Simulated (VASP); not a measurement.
# GeBr (Pm-3m) in VASP: a series of runs

The runs below take GeBr through single point, relaxation of cell and atoms, with PBE.

All numbers are computed with VASP 6.6.1; they aren't measurements. Logs are shortened: lines on timing, memory, paths and dates and some standing lists are left out, and cuts for length are marked.

### Step 1. The cell of the first run

It takes space group Pm-3m (No. 221, cubic). The conventional cell has a = 3.691 Å, b = 3.691 Å, c = 3.691 Å, α = 90.00°, β = 90.00°, γ = 90.00°. Within 4.2 Å of Ge (site symmetry m-3m) lie 8 Br at 3.20 Å and 6 Ge at 3.69 Å. Br (site symmetry m-3m) has 8 Ge at 3.20 Å and 6 Br at 3.69 Å within 4.2 Å.

The cell was built from a structure type or drawn by symmetry, and may not be a known phase.

### Step 2. Single point, PBE

Contents of INCAR:

```
ALGO     = Normal         # electronic algorithm
EDIFF    = 1E-6           # SCF threshold, eV
ENCUT    = 520            # plane-wave cutoff, eV
GGA      = PE             # functional
ISIF     = 2              # what is computed and relaxed
ISMEAR   = 0              # smearing method
LASPH    = True           # aspherical terms in the spheres
LCHARG   = False          # write CHGCAR
LREAL    = False          # projectors in reciprocal space
LWAVE    = False          # write WAVECAR
NBANDS   = 18             # bands
NELM     = 60             # most SCF steps
PREC     = Accurate       # precision mode
SIGMA    = 0.1            # smearing width, eV
```

Contents of KPOINTS:

```
k-points
0
Gamma
  6 6 6
```

Contents of POSCAR:

```
GeBr
1.0
    3.6910151600      0.0000000000      0.0000000000
    0.0000000000      3.6910151600      0.0000000000
    0.0000000000      0.0000000000      3.6910151600
Ge Br
1 1
Direct
    0.5000000000      0.5000000000      0.5000000000
    0.0000000000      0.0000000000      0.0000000000
```

Potentials or basis: VASP PAW PBE potentials, release 64 (Ge_d, Br).

The run is started by

```bash
$ cat potpaw_PBE.64/Ge_d/POTCAR potpaw_PBE.64/Br/POTCAR > POTCAR
$ mpirun -np 1 vasp_std > vasp.out
```

OUTCAR:

```text
EDIFF = 1E-6
   ENCUT = 520
   GGA = PE
   ISIF = 2
   ISMEAR = 0
   LASPH = True
   LREAL = False
   NELM = 60
   PREC = Accurate

 ion  position               nearest neighbor table
   1  0.500  0.500  0.500-
   2  0.000  0.000  0.000-

  LATTYP: Found a simple cubic cell.
 ALAT       =     3.6910151600

  Lattice vectors:

 A1 = (   3.6910151600,   0.0000000000,   0.0000000000)
 A2 = (   0.0000000000,   3.6910151600,   0.0000000000)
 A3 = (   0.0000000000,   0.0000000000,   3.6910151600)

Analysis of symmetry for initial positions (statically):
=====================================================================
 Subroutine PRICEL returns:
 Original cell was already a primitive cell.

 Routine SETGRP: Setting up the symmetry group for a
 simple cubic supercell.

 Subroutine GETGRP returns: Found 48 space group operations
 (whereof 48 operations were pure point group operations)
 out of a pool of 48 trial point group operations.

The static configuration has the point symmetry O_h .

Analysis of symmetry for dynamics (positions and initial velocities):
=====================================================================
 Subroutine PRICEL returns:
 Original cell was already a primitive cell.

 Routine SETGRP: Setting up the symmetry group for a
 simple cubic supercell.

 Subroutine GETGRP returns: Found 48 space group operations
 (whereof 48 operations were pure point group operations)
 out of a pool of 48 trial point group operations.

The dynamic configuration has the point symmetry O_h .

 Subroutine INISYM returns: Found 48 space group operations
 (whereof 48 operations are pure point group operations),
 and found     1 'primitive' translations

----------------------------------------------------------------------------------------

                                     Primitive cell

  volume of cell :      50.2849

  direct lattice vectors                    reciprocal lattice vectors
     3.691015160  0.000000000  0.000000000     0.270928175  0.000000000  0.000000000
     0.000000000  3.691015160  0.000000000     0.000000000  0.270928175  0.000000000
     0.000000000  0.000000000  3.691015160     0.000000000  0.000000000  0.270928175

  length of vectors
     3.691015160  3.691015160  3.691015160     0.270928175  0.270928175  0.270928175

  position of ions in fractional coordinates (direct lattice)
     0.500000000  0.500000000  0.500000000
     0.000000000  0.000000000  0.000000000

  ion indices of the primitive-cell ions
   primitive index   ion index
                 1           1
                 2           2

----------------------------------------------------------------------------------------

 KPOINTS: k-points

Automatic generation of k-mesh.
 Grid dimensions read from file:
 generate k-points for:    6    6    6

 Generating k-lattice:

  Cartesian coordinates                     Fractional coordinates (reciprocal lattice)
     0.045154696  0.000000000  0.000000000     0.166666667  0.000000000  0.000000000
     0.000000000  0.045154696  0.000000000     0.000000000  0.166666667  0.000000000
     0.000000000  0.000000000  0.045154696     0.000000000  0.000000000  0.166666667

  Length of vectors
     0.045154696  0.045154696  0.045154696

  Shift w.r.t. Gamma in fractional coordinates (k-lattice)
     0.000000000  0.000000000  0.000000000

 Subroutine IBZKPT returns following result:
 ===========================================

 Found     20 irreducible k-points:

 Following reciprocal coordinates:
            Coordinates               Weight
  0.000000  0.000000  0.000000      1.000000
  0.166667  0.000000  0.000000      6.000000
  0.333333  0.000000  0.000000      6.000000
  0.500000  0.000000  0.000000      3.000000
  0.166667  0.166667  0.000000     12.000000
  0.333333  0.166667  0.000000     24.000000
[... 12 lines left out ...]
  0.500000  0.500000  0.333333      6.000000
  0.500000  0.500000  0.500000      1.000000
   k-points           NKPTS =     20   k-points in BZ     NKDIM =     20   number of bands    NBANDS=     18
   number of dos      NEDOS =    301   number of ions     NIONS =      2
   total plane-waves  NPLWV =  21952
   dimension x,y,z NGX =    28 NGY =   28 NGZ =   28
   dimension x,y,z NGXF=    56 NGYF=   56 NGZF=   56
   ions per type =               1   1
   NGX,Y,Z   is equivalent  to a cutoff of  12.61, 12.61, 12.61 a.u.
   NGXF,Y,Z  is equivalent  to a cutoff of  25.22, 25.22, 25.22 a.u.
 SYSTEM =  unknown system
   PREC   = accura    normal or accurate (medium, high low for compatibility)
   ISTART =      0    job   : 0-new  1-cont  2-samecut
   ICHARG =      2    charge: 1-file 2-atom 10-const
   ISPIN  =      1    spin polarized calculation?
   LNONCOLLINEAR =      F non collinear calculations
   LSORBIT =      F    spin-orbit coupling
   LASPH  =      T    aspherical Exc in radial PAW
   ENCUT  =  520.0 eV  38.22 Ry    6.18 a.u.   6.86  6.86  6.86*2*pi/ulx,y,z
   NELM   =     60;   NELMIN=  2; NELMDL= -5     # of ELM steps
   EDIFF  = 0.1E-05   stopping-criterion for ELM
   LREAL  =      F    real-space projection
   EDIFFG = 0.1E-04   stopping-criterion for IOM
   NSW    =      0    number of steps for IOM
   IBRION =     -1    ionic relax: 0-MD 1-quasi-New 2-CG
   NFREE  =      0    steps in history (QN), initial steepest desc. (CG)
   ISIF   =      2    stress and relaxation
   ISYM   =      2    0-nonsym 1-usesym 2-fastsym
   POTIM  = 0.5000    time-step for ionic-motion
   TEBEG  =    0.0;   TEEND  =   0.0 temperature during run
   PSTRESS=    0.0 pullay stress
   NELECT =      21.0000    total number of electrons
   NUPDOWN=      -1.0000    fix difference up-down
   EMIN   =  10.00;   EMAX   =-10.00  energy-range for DOS
   EFERMI =   0.00;   METHOD = LEGACY
   ISMEAR =     0;   SIGMA  =   0.10  broadening in eV -4-tet -1-fermi 0-gaus
   EFERMI_NEDOS =   21; number of points for ismear=-14 and -15
   IALGO  =     38    algorithm
   IMIX   =      4    mixing-type and parameters
     AMIX     =   0.40;   BMIX     =  1.00
     AMIX_MAG =   1.60;   BMIX_MAG =  1.00
  volume/ion in A,a.u.               =      25.14       169.67
  Fermi-wavevector in a.u.,A,eV,Ry     =   1.223683  2.312425 20.373350  1.497399
  Thomas-Fermi vector in A             =   2.358785
   LORBIT       =      0    0 simple, 1 ext, 2 COOP (PROOUT), +10 PAW based schemes
   GGA     = PE    functional components
   LHFCALC =     F    Hartree Fock is set to
   AEXX    =    0.0000 exact exchange contribution
   IVDW    =     0    specifies the selected vdW correction
   LEPSILON=     F    determine dielectric tensor
   LRPA    =     F    only Hartree local field effects (RPA)
 non-spin polarized calculation
 Gauss-broadening in eV      SIGMA  =   0.10
  energy-cutoff  :      520.00
  volume of cell :       50.28
 maximum number of plane-waves:      1376
 NGX is ok and might be reduce to    28
   NGX = 13   NGY = 13   NGZ = 13

 number of electron      21.0000015 magnetization

 Free energy of the ion-electron system (eV)
  ---------------------------------------------------
  ext. energy  EPLUGINS =         0.00000000
  ---------------------------------------------------
  free energy    TOTEN  =        -5.69621968 eV

  energy without entropy =       -5.69370579  energy(sigma->0) =       -5.69496274

 E-fermi :   4.5577     XC(G=0):  -9.7067

 val. band max:        4.3273014188   @ k =   0.5000   0.3333   0.3333
 cond. band min:       4.6564007186   @ k =   0.5000   0.3333   0.1667
 fundamental gap:      0.3290992999
 Fermi energy:         4.5577294290

 k-point     1 :       0.0000    0.0000    0.0000
  band No.  band energies     occupation
      1     -21.2602      2.00000
      2     -21.2602      2.00000
      3     -21.2480      2.00000
      4     -21.2480      2.00000
      5     -21.2480      2.00000
      6     -12.0124      2.00000
[... 10 lines left out ...]
     17      15.8787      0.00000
     18      15.8787      0.00000

 k-point     2 :       0.1667    0.0000    0.0000
  band No.  band energies     occupation
      1     -21.2601      2.00000
      2     -21.2576      2.00000
      3     -21.2488      2.00000
      4     -21.2488      2.00000
      5     -21.2479      2.00000
      6     -11.9071      2.00000
[... 10 lines left out ...]
     17      15.6460      0.00000
     18      15.6474      0.00000

 k-point     3 :       0.3333    0.0000    0.0000
  band No.  band energies     occupation
      1     -21.2599      2.00000
      2     -21.2524      2.00000
      3     -21.2503      2.00000
      4     -21.2503      2.00000
      5     -21.2478      2.00000
      6     -11.6763      2.00000
[... 10 lines left out ...]
     17      15.9316      0.00000
     18      15.9334      0.00000

 k-point     4 :       0.5000    0.0000    0.0000
  band No.  band energies     occupation
      1     -21.2598      2.00000
      2     -21.2511      2.00000
      3     -21.2511      2.00000
      4     -21.2498      2.00000
      5     -21.2477      2.00000
      6     -11.5483      2.00000
[... 291 lines left out ...]
      4     -21.2479      2.00000
      5     -21.2454      2.00000
      6     -11.1147      2.00000
[... 10 lines left out ...]
     17      17.6256      0.00000
     18      18.3557      0.00000

 k-point    19 :       0.5000    0.5000    0.3333
  band No.  band energies     occupation
      1     -21.2547      2.00000
      2     -21.2534      2.00000
      3     -21.2534      2.00000
      4     -21.2466      2.00000
      5     -21.2440      2.00000
      6     -11.0445      2.00000
[... 10 lines left out ...]
     17      17.1910      0.00000
     18      19.7445      0.00000

 k-point    20 :       0.5000    0.5000    0.5000
  band No.  band energies     occupation
      1     -21.2544      2.00000
      2     -21.2544      2.00000
      3     -21.2544      2.00000
      4     -21.2439      2.00000
      5     -21.2439      2.00000
      6     -10.9799      2.00000
[... 10 lines left out ...]
     17      19.0088      0.00000
     18      19.0088      0.00000

------------------------ aborting loop because EDIFF is reached ----------------------------------------

  FORCE on cell =-STRESS in cart. coord.  units (eV):
  Direction    XX          YY          ZZ          XY          YZ          ZX
  --------------------------------------------------------------------------------------
  -------------------------------------------------------------------------------------
  Total       -0.5823462     -0.5823462     -0.5823462      0.0000000      0.0000000      0.0000000
  in kB      -18.5547176    -18.5547176    -18.5547176      0.0000000      0.0000000      0.0000000
  external PRESSURE =     -18.5547176 kB  Pullay stress =       0.0000000 kB

 VOLUME and BASIS-vectors are now :
 -----------------------------------------------------------------------------
  energy-cutoff  :      520.00
  volume of cell :       50.28
      direct lattice vectors                 reciprocal lattice vectors
     3.691015160  0.000000000  0.000000000     0.270928175  0.000000000  0.000000000
     0.000000000  3.691015160  0.000000000     0.000000000  0.270928175  0.000000000
     0.000000000  0.000000000  3.691015160     0.000000000  0.000000000  0.270928175

 POSITION                                       TOTAL-FORCE (eV/Angst)
 -----------------------------------------------------------------------------------
      1.84551      1.84551      1.84551         0.000000      0.000000      0.000000
      0.00000      0.00000      0.00000         0.000000      0.000000      0.000000
 -----------------------------------------------------------------------------------
    total drift:                                0.000000      0.000000      0.000000

  FREE ENERGIE OF THE ION-ELECTRON SYSTEM (eV)
  ---------------------------------------------------
  free  energy   TOTEN  =        -5.6962196779 eV

  energy  without entropy=       -5.6937057938  energy(sigma->0) =       -5.69496274
```

It took 14 s on 1 thread of Intel Xeon Platinum 8375C at 2.90GHz (Ice Lake), shared host; peak memory 0.16 GiB.

Results:

```yaml
Free_energy: -5.6962 eV
Pressure: -1.9 GPa
Band_gap_on_the_k_mesh: zero (an odd number of electrons rules out a gap without spin polarisation)
```

Levels at points of the mesh, in eV from the Fermi level:
| k point | band 8 | band 9 | band 10 | band 11 | band 12 | band 13 |
| --- | --- | --- | --- | --- | --- | --- |
| (0.00, 0.00, 0.00) | -3.74 | -3.74 | -3.74 | 3.18 | 3.18 | 3.18 |
| (0.50, 0.00, 0.00) | -3.01 | -3.01 | -2.76 | -1.51 | 1.56 | 1.56 |
| (0.50, 0.50, 0.00) | -6.07 | -6.07 | -2.69 | 1.77 | 1.77 | 2.56 |
| (0.50, 0.50, 0.50) | -4.77 | -4.77 | -4.77 | -1.74 | -1.74 | -1.74 |

Caveat: an odd number of electrons without spin polarisation forces a metal; a magnetic or distorted state may lie lower.

[end of part 1 of 2]
